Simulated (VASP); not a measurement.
# Si16As (a cell with a defect) in VASP: further runs

Si16As (a cell with a defect) is run at these levels: PBE; tasks: single point.

All numbers are computed with VASP 6.6.1; they aren't measurements. Logs are shortened: lines on timing, memory, paths and dates and some standing lists are left out, and cuts for length are marked.

**1. The cell of the first run**

The cell holds a defect, 17 atoms: a = 7.679 Å, b = 7.679 Å, c = 7.679 Å, α = 60.00°, β = 60.00°, γ = 60.00°.

**2. Single point, PBE, collinear spin, zero start**

INCAR reads:

```
SYSTEM = Si16As
PREC = Accurate
ENCUT = 520
EDIFF = 1E-6
ISMEAR = 0
SIGMA = 0.02
LREAL = Auto
LASPH = .TRUE.
NELM = 150
ALGO = Normal
ISIF = 2
LWAVE = .FALSE.
LCHARG = .FALSE.
ISPIN = 2
MAGMOM = 0 0 0 0 0 0 0 0 0 0 0 0 0 0 0 0 0
LORBIT = 11
GGA = PE
NBANDS = 52
```

KPOINTS reads:

```
regular mesh
0
G
  2 2 2
  0 0 0
```

POSCAR reads:

```
Si16As
1.0
    0.0000000000      5.4300000000      5.4300000000
    5.4300000000      0.0000000000      5.4300000000
    5.4300000000      5.4300000000      0.0000000000
Si As
16 1
Direct
   -0.0205522099     -0.0200779926      0.0541910681
    0.1264713628      0.1269093002      0.1308256906
    0.0100044199      0.0096499079      0.5048519337
    0.1018876611      0.1018635359      0.6810289134
    0.0102383057      0.4987707182     -0.0100495396
    0.1326537753      0.6100405157      0.1273653775
    0.0362373849      0.4612069982      0.4987099448
    0.1462205341      0.6210345304      0.6183586556
    0.4982326888      0.0107523941     -0.0101301105
    0.6097450276      0.1335052486      0.1265406077
    0.4606158379      0.0383760589      0.4975804788
    0.6209970534      0.1471780847      0.6184710866
    0.5014142726      0.5022383978     -0.0069030387
    0.6377337937      0.6382754144      0.0917231123
    0.5118332413      0.5127424494      0.4634039595
    0.6117245856      0.6095144567      0.6268074586
    0.8144179558      0.8168162983      0.5160628913
```

Potentials or basis: VASP PAW PBE potentials, release 64 (Si, As).

Started as:

```sh
$ cat potpaw_PBE.64/Si/POTCAR potpaw_PBE.64/As/POTCAR > POTCAR
$ mpirun -np 1 vasp_std > vasp.out
```

OUTCAR:

```text
SYSTEM = Si16As
   PREC = Accurate
   ENCUT = 520
   EDIFF = 1E-6
   ISMEAR = 0
   LREAL = Auto
   LASPH = .TRUE.
   NELM = 150
   ISIF = 2
   ISPIN = 2
   LORBIT = 11
   GGA = PE

 ion  position               nearest neighbor table
   1  0.979  0.980  0.054-   4 2.34  10 2.34   6 2.34   2 2.34  17 2.90
   2  0.126  0.127  0.131-   9 2.33   5 2.33   1 2.34   3 2.35
   3  0.010  0.010  0.505-   4 2.29   2 2.35   8 2.44  12 2.44  17 2.53
   4  0.102  0.102  0.681-   3 2.29  11 2.30   7 2.30   1 2.34
   5  0.010  0.499  0.990-   6 2.33   8 2.33   2 2.33  14 2.34
   6  0.133  0.610  0.127-  13 2.31   5 2.33   7 2.34   1 2.34
   7  0.036  0.461  0.499-   4 2.30   6 2.34  17 2.42   8 2.45  16 2.66
   8  0.146  0.621  0.618-  15 2.30   5 2.33   3 2.44   7 2.45  17 2.52
   9  0.498  0.011  0.990-  10 2.33  12 2.33   2 2.33  14 2.34
  10  0.610  0.134  0.127-  13 2.31   9 2.33  11 2.34   1 2.34
  11  0.461  0.038  0.498-   4 2.30  10 2.34  17 2.41  12 2.45  16 2.69
  12  0.621  0.147  0.618-  15 2.30   9 2.33   3 2.44  11 2.45  17 2.51
  13  0.501  0.502  0.993-  16 2.30  10 2.31   6 2.31  14 2.33
  14  0.638  0.638  0.092-  15 2.33  13 2.33   9 2.34   5 2.34
  15  0.512  0.513  0.463-  16 2.28  12 2.30   8 2.30  14 2.33
  16  0.612  0.610  0.627-  15 2.28  13 2.30  17 2.34   7 2.66  11 2.69
  17  0.814  0.817  0.516-  16 2.34  11 2.41   7 2.42  12 2.51   8 2.52   3 2.53   1 2.90

  LATTYP: Found a face centered cubic cell.
 ALAT       =    10.8600000000

  Lattice vectors:

 A1 = (   0.0000000000,   5.4300000000,   5.4300000000)
 A2 = (   5.4300000000,   0.0000000000,   5.4300000000)
 A3 = (   5.4300000000,   5.4300000000,   0.0000000000)

Analysis of symmetry for initial positions (statically):
=====================================================================
 Subroutine PRICEL returns:
 Original cell was already a primitive cell.

 Routine SETGRP: Setting up the symmetry group for a
 face centered cubic supercell.

 Subroutine GETGRP returns: Found  1 space group operations
 (whereof  1 operations were pure point group operations)
 out of a pool of 48 trial point group operations.

The static configuration has the point symmetry C_1 .

Analysis of symmetry for dynamics (positions and initial velocities):
=====================================================================
 Subroutine PRICEL returns:
 Original cell was already a primitive cell.

 Routine SETGRP: Setting up the symmetry group for a
 face centered cubic supercell.

 Subroutine GETGRP returns: Found  1 space group operations
 (whereof  1 operations were pure point group operations)
 out of a pool of 48 trial point group operations.

The dynamic configuration has the point symmetry C_1 .

Analysis of structural, dynamic, and magnetic symmetry:
[... 171 lines left out ...]
  free energy    TOTEN  =       -86.58269579 eV

  energy without entropy =      -86.58267864  energy(sigma->0) =      -86.58268721

 E-fermi :   6.7712     XC(G=0):  -9.7347

 val. band max:        6.7260408584   @ k =   0.0000   0.0000   0.0000
 cond. band min:       6.8164900063   @ k =   0.5000   0.5000   0.5000
 fundamental gap:      0.0904491479
 Fermi energy:         6.7712347152

 spin component 1

 k-point     1 :       0.0000    0.0000    0.0000
  band No.  band energies     occupation
      1      -7.2251      1.00000
      2      -4.7132      1.00000
      3      -3.7446      1.00000
      4      -3.6888      1.00000
      5      -3.5336      1.00000
      6      -3.0713      1.00000
[... 381 lines left out ...]
     45      10.2941      0.00000
     46      10.4550      0.00000
 Fermi energy:         6.7712347152

 spin component 2

 k-point     1 :       0.0000    0.0000    0.0000
  band No.  band energies     occupation
      1      -7.2251      1.00000
      2      -4.7132      1.00000
      3      -3.7446      1.00000
      4      -3.6888      1.00000
      5      -3.5336      1.00000
      6      -3.0713      1.00000
[... 381 lines left out ...]
     45      10.2941      0.00000
     46      10.4550      0.00000
 [bands above 46 left out]

------------------------ aborting loop because EDIFF is reached ----------------------------------------

  FORCE on cell =-STRESS in cart. coord.  units (eV):
  Direction    XX          YY          ZZ          XY          YZ          ZX
  --------------------------------------------------------------------------------------
  -------------------------------------------------------------------------------------
  Total       12.2179030     12.2668325     14.7823473     -0.5248874      2.2849450      2.2692429
  in kB       61.1332902     61.3781133     73.9647001     -2.6263175     11.4329116     11.3543447
  external PRESSURE =      65.4920345 kB  Pullay stress =       0.0000000 kB

 VOLUME and BASIS-vectors are now :
 -----------------------------------------------------------------------------
  energy-cutoff  :      520.00
  volume of cell :      320.21
      direct lattice vectors                 reciprocal lattice vectors
     0.000000000  5.430000000  5.430000000    -0.092081031  0.092081031  0.092081031
     5.430000000  0.000000000  5.430000000     0.092081031 -0.092081031  0.092081031
     5.430000000  5.430000000  0.000000000     0.092081031  0.092081031 -0.092081031

 POSITION                                       TOTAL-FORCE (eV/Angst)
 -----------------------------------------------------------------------------------
      5.61523      5.61266     10.63938         0.043200      0.043983     -0.029855
      1.39950      1.39712      1.37586         0.007608      0.007212      0.013850
      2.79374      2.79567      0.10672         0.010182      0.016359      0.058462
      4.25111      4.25124      1.10637         0.035573      0.037005      0.011249
      8.08376      5.43102      2.76392        -0.021928     -0.007685      0.023568
      4.00411      1.41190      4.03283        -0.000671     -0.012327     -0.007753
[... 9 lines left out ...]
      6.71323      6.72523      6.63133        -0.062767     -0.040171     -0.131685
      7.23753      7.22451      8.85760         0.182344      0.172484     -0.189149
 -----------------------------------------------------------------------------------
    total drift:                                0.003527      0.003976      0.002103

  FREE ENERGIE OF THE ION-ELECTRON SYSTEM (eV)
  ---------------------------------------------------
  free  energy   TOTEN  =       -86.5826957851 eV

  energy  without entropy=      -86.5826786412  energy(sigma->0) =      -86.58268721

 total charge

# of ion       s       p       d       tot
------------------------------------------
    1        0.752   0.932   0.000   1.684
    2        0.745   0.953   0.000   1.697
    3        0.763   0.914   0.000   1.676
    4        0.767   0.956   0.000   1.723
    5        0.741   0.960   0.000   1.701
    6        0.748   0.951   0.000   1.699
[... 9 lines left out ...]
   16        0.784   0.891   0.000   1.675
   17        1.298   1.482   0.114   2.894
--------------------------------------------------
tot         13.402  16.432   0.114  29.948

 magnetization (x)

# of ion       s       p       d       tot
------------------------------------------
    1       -0.000  -0.000   0.000  -0.000
    2       -0.000   0.000   0.000   0.000
    3        0.000   0.000   0.000   0.000
    4       -0.000  -0.000   0.000  -0.000
    5       -0.000  -0.000   0.000  -0.000
    6       -0.000   0.000   0.000   0.000
[... 9 lines left out ...]
   16       -0.000  -0.000   0.000  -0.000
   17       -0.000   0.000   0.000   0.000
--------------------------------------------------
tot         -0.000   0.000   0.000  -0.000
```

OSZICAR:

```text
N       E                     dE             d eps       ncg     rms          rms(c)
DAV:   1     0.171277273448E+03    0.17128E+03   -0.26267E+04  1664   0.109E+03
DAV:   2    -0.722582304748E+02   -0.24354E+03   -0.23019E+03  2024   0.166E+02
DAV:   3    -0.877369862505E+02   -0.15479E+02   -0.15147E+02  2132   0.369E+01
DAV:   4    -0.880561827662E+02   -0.31920E+00   -0.31804E+00  2104   0.641E+00
DAV:   5    -0.880635162023E+02   -0.73334E-02   -0.73265E-02  2116   0.925E-01    0.147E+01
DAV:   6    -0.870192610767E+02    0.10443E+01   -0.60752E-01  2008   0.222E+00    0.886E+00
DAV:   7    -0.865774843296E+02    0.44178E+00   -0.11291E+00  1976   0.304E+00    0.617E-01
DAV:   8    -0.865802036769E+02   -0.27193E-02   -0.85182E-02  2040   0.991E-01    0.375E-01
DAV:   9    -0.865817677878E+02   -0.15641E-02   -0.68236E-03  1996   0.267E-01    0.196E-01
DAV:  10    -0.865823786632E+02   -0.61088E-03   -0.67333E-04  2080   0.866E-02    0.103E-01
DAV:  11    -0.865826672141E+02   -0.28855E-03   -0.28092E-04  1908   0.593E-02    0.392E-02
DAV:  12    -0.865826897959E+02   -0.22582E-04   -0.25138E-05  2120   0.177E-02    0.183E-02
DAV:  13    -0.865826939595E+02   -0.41636E-05   -0.30821E-06  1788   0.600E-03    0.652E-03
DAV:  14    -0.865826956200E+02   -0.16606E-05   -0.28137E-06  1592   0.594E-03    0.264E-03
DAV:  15    -0.865826957851E+02   -0.16509E-06   -0.18202E-07  1164   0.151E-03
   1 F= -.86582696E+02 E0= -.86582687E+02  d E =-.171440E-04  mag=     0.0000
```

It took 4.4 min on 1 thread of Intel Xeon 6975P-C (Granite Rapids), shared host; peak memory 0.71 GiB.

Results:

| Quantity | Value |
| --- | --- |
| Free energy | -86.5827 eV |
| Pressure | 6.5 GPa |
| Largest force | 0.314 eV/Å |
| Net moment | 0.00 μB per cell |
| Valence electrons inside the program's atomic spheres | Si 1.68, 1.70, 1.72, 1.66, 1.67, 1.71 (each value once); As 2.89 |

Forces on the atoms (eV/Å):
```
Si   0.043  0.044 -0.030
Si   0.008  0.007  0.014
Si   0.010  0.016  0.058
Si   0.036  0.037  0.011
Si  -0.022 -0.008  0.024
Si  -0.001 -0.012 -0.008
Si  -0.041  0.020  0.028
Si  -0.009  0.019  0.056
Si  -0.007 -0.022  0.023
Si  -0.015 -0.006 -0.005
Si   0.023 -0.050  0.040
Si   0.024 -0.004  0.062
Si  -0.028 -0.030 -0.028
Si  -0.067 -0.067  0.042
Si  -0.073 -0.078  0.032
Si  -0.063 -0.040 -0.132
As   0.182  0.172 -0.189
```

Caveat: the k points lie up to 0.50 Å⁻¹ apart; no moment was typed at the start, so none could form.

**3. Single point, PBE, collinear spin, zero start**

INCAR reads:

```
SYSTEM = Si16As
PREC = Accurate ; ENCUT = 520
EDIFF = 1E-6 ; ISMEAR = 0
SIGMA = 0.02 ; LREAL = Auto
LASPH = .True. ; NELM = 150
ALGO = Normal ; ISIF = 2
LWAVE = .False. ; LCHARG = .True.
ISPIN = 2 ; MAGMOM = 0 0 0 0 0 0 0 0 0 0 0 0 0 0 0 0 0
LORBIT = 11 ; GGA = PE
LELF = .True. ; LVHAR = .True.
NBANDS = 52
```

KPOINTS reads:

```
regular mesh
0
Gamma
  2 2 2
  0 0 0
```

POSCAR reads:

```
Si16As
1.0
    0.0000000000      5.4300000000      5.4300000000
    5.4300000000      0.0000000000      5.4300000000
    5.4300000000      5.4300000000      0.0000000000
Si As
16 1
Direct
   -0.0103669429     -0.0113162983      0.0176028545
    0.1183601289      0.1173906998      0.1328584715
   -0.0136642726     -0.0133071823      0.5051616943
    0.1134411602      0.0819461326      0.6505840700
    0.0125802026      0.4900588398     -0.0000630755
    0.1367357274      0.6159659300      0.1232631676
    0.0647704420      0.4464514733      0.4946844383
    0.1364346225      0.6140447514      0.6270495396
    0.4890765193      0.0108774401      0.0013186924
    0.6164422652      0.1504306630      0.1070059853
    0.4395166667      0.1167790976      0.4724652855
    0.6134837937      0.1509823204      0.6288464088
    0.5057953039      0.5193094843     -0.0055934622
    0.6394167587      0.6380749540      0.1136559853
    0.5040224678      0.5185848987      0.4856611418
    0.6716926335      0.5384513812      0.6465252302
    0.7709816759      0.8331026703      0.4434840700
```

Potentials or basis: VASP PAW PBE potentials, release 64 (Si, As).

Started as:

```sh
$ cat potpaw_PBE.64/Si/POTCAR potpaw_PBE.64/As/POTCAR > POTCAR
$ mpirun -np 1 vasp_std > vasp.out
```

Wall time 5.4 min (1 thread of Intel Xeon 6975P-C (Granite Rapids), shared host); peak memory 0.7 GiB.

The run converged. Its results:

* Free energy: -86.9155 eV
* Pressure: 6.7 GPa
* Largest force: 0.303 eV/Å
* Net moment: 0.00 μB per cell
* Valence electrons inside the program's atomic spheres: Si 1.69, 1.70, 1.73, 1.67, 1.68, 1.72, 1.71 (each value once); As 2.85

Forces on the atoms (eV/Å):
```
Si  -0.002  0.064  0.056
Si   0.009  0.009  0.103
Si  -0.033 -0.075 -0.015
Si  -0.150  0.088 -0.054
Si   0.033 -0.050  0.050
Si   0.050  0.047 -0.034
Si   0.045 -0.047 -0.192
Si  -0.033 -0.049 -0.018
Si  -0.043  0.026  0.049
Si  -0.015  0.048  0.038
Si   0.081 -0.075  0.026
Si   0.048 -0.072  0.041
Si  -0.033 -0.039  0.059
Si   0.023  0.022 -0.044
Si   0.115  0.014  0.033
Si  -0.215  0.209 -0.035
As   0.120 -0.121 -0.064
```

Stress tensor (GPa, compression positive):
```
 6.28 -0.40  0.36
-0.40  5.89 -0.39
 0.36 -0.39  8.03
```

Levels at points of the mesh, in eV from the Fermi level:
Spin up:
```csv
k point,band 31,band 32,band 33,band 34,band 35,band 36,band 37,band 38
"(0.00, 0.00, 0.00)",-1.36,-0.95,-0.85,-0.73,-0.63,-0.33,0.14,0.47
"(0.50, 0.00, 0.00)",-1.44,-1.30,-1.26,-0.37,-0.09,0.45,0.90,0.98
"(0.00, 0.50, 0.00)",-1.43,-1.36,-1.32,-0.45,0.09,0.35,0.82,0.89
"(0.00, 0.00, 0.50)",-1.49,-1.30,-1.15,-0.82,0.02,0.76,0.93,0.97
"(0.50, 0.50, 0.50)",-1.47,-1.31,-1.12,-0.80,-0.02,0.74,0.95,1.00
"(0.50, 0.50, 0.00)",-2.03,-1.75,-1.67,-0.11,0.48,0.74,0.87,1.53
"(0.00, 0.50, 0.50)",-1.95,-1.43,-1.34,-0.42,0.21,0.97,1.21,1.51
"(0.50, 0.00, 0.50)",-1.96,-1.42,-1.33,-0.42,0.21,0.98,1.20,1.52
```
Spin down:
```csv
k point,band 31,band 32,band 33,band 34,band 35,band 36,band 37,band 38
"(0.00, 0.00, 0.00)",-1.36,-0.95,-0.85,-0.73,-0.63,-0.33,0.14,0.47
"(0.50, 0.00, 0.00)",-1.44,-1.30,-1.26,-0.37,-0.09,0.45,0.90,0.98
"(0.00, 0.50, 0.00)",-1.43,-1.36,-1.32,-0.45,0.09,0.35,0.82,0.89
"(0.00, 0.00, 0.50)",-1.49,-1.30,-1.15,-0.82,0.02,0.76,0.93,0.97
"(0.50, 0.50, 0.50)",-1.47,-1.31,-1.12,-0.80,-0.02,0.74,0.95,1.00
"(0.50, 0.50, 0.00)",-2.03,-1.75,-1.67,-0.11,0.48,0.74,0.87,1.53
"(0.00, 0.50, 0.50)",-1.95,-1.43,-1.34,-0.42,0.21,0.97,1.21,1.51
"(0.50, 0.00, 0.50)",-1.96,-1.42,-1.33,-0.42,0.21,0.98,1.20,1.52
```

Caveat: the k points lie up to 0.50 Å⁻¹ apart; no moment was typed at the start, so none could form.
